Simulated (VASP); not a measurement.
Here is a VASP 6.6.1 calculation.

File INCAR:

```
SYSTEM = Zr3C2
ALGO     = Normal         ! electronic algorithm
EDIFF    = 1E-7           ! SCF threshold, eV
EDIFFG   = -0.04          ! ionic threshold
ENCUT    = 600            ! plane-wave cutoff, eV
GGA      = PE             ! functional
IBRION   = 2              ! ionic algorithm
ISIF     = 3              ! what is computed and relaxed
ISMEAR   = 0              ! smearing method
LASPH    = .TRUE.         ! aspherical terms in the spheres
LCHARG   = .FALSE.        ! write CHGCAR
LREAL    = .FALSE.        ! projectors in reciprocal space
LWAVE    = .FALSE.        ! write WAVECAR
NELM     = 60             ! most SCF steps
NSW      = 90             ! ionic steps
PREC     = Accurate       ! precision mode
SIGMA    = 0.1            ! smearing width, eV
```

Contents of KPOINTS:

```
k-points
0
G
  4 4 6
  0 0 0
```

POSCAR

```
Zr3C2
1.0
    3.5109668528     -4.7255768775      0.0000000000
    3.5109668528      4.7255768775      0.0000000000
    0.0000000000      0.0000000000      2.9301480202
Zr C
3 2
Direct
    0.1375990496      0.8624009504      0.5000000000
    0.8624009504      0.1375990496      0.5000000000
    0.5000000000      0.5000000000      0.0000000000
    0.5000000000      0.0000000000      0.5000000000
    0.0000000000      0.5000000000      0.5000000000
```

Potentials or basis: VASP PAW PBE potentials, release 64 (Zr_sv, C).

Launch:

```bash
$ cat potpaw_PBE.64/Zr_sv/POTCAR potpaw_PBE.64/C/POTCAR > POTCAR
$ mpirun -np 1 vasp_std > vasp.out
```

Q: Estimate the band gap on the k mesh.

A: Zero (bands 22 and 23 overlap by 0.63 eV).

Q: Predict the relaxed volume.

A: 19.77 Å³/atom.

Q: What does it give for the relaxed cell?

A: a = 5.946 Å, b = 5.946 Å, c = 2.993 Å, α = 90.00°, β = 90.00°, γ = 110.93°.

Forces in eV/Å, atoms in the order of the input:
```
Zr   0.000 -0.018  0.000
Zr   0.000  0.018  0.000
Zr   0.000  0.000  0.000
C    0.000  0.000  0.000
C    0.000  0.000  0.000
```
